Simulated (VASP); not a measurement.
Input of a VASP 6.6.1 run:

The input INCAR:

```
  PREC = Accurate
  ENCUT = 520
  EDIFF = 1E-7
  ISMEAR = -1
  SIGMA = 0.02
  LREAL = F
  LASPH = T
  NELM = 100
  ALGO = Normal
  ISIF = 2
  LWAVE = F
  LCHARG = F
  GGA = PE
  NBANDS = 11
```

Contents of KPOINTS:

```
regular mesh
0
Gamma
  9 9 9
```

File POSCAR:

```
BN
1.0
    0.0000000000      1.8130010000      1.8130010000
    1.8130010000      0.0000000000      1.8130010000
    1.8130010000      1.8130010000      0.0000000000
N B
1 1
Direct
    0.2500000000      0.2500000000      0.2500000000
    0.0000000000      0.0000000000      0.0000000000
```

Potentials or basis: VASP PAW PBE potentials, release 64 (N, B).

The run is started by

```bash
$ cat potpaw_PBE.64/N/POTCAR potpaw_PBE.64/B/POTCAR > POTCAR
$ mpirun -np 1 vasp_std > vasp.out
```

(1) What does it give for the band gap on the k mesh?

(2) Predict the pressure.

## Answers

(1) 4.60 eV, indirect (least direct gap 8.78 eV).

(2) -0.2 GPa.
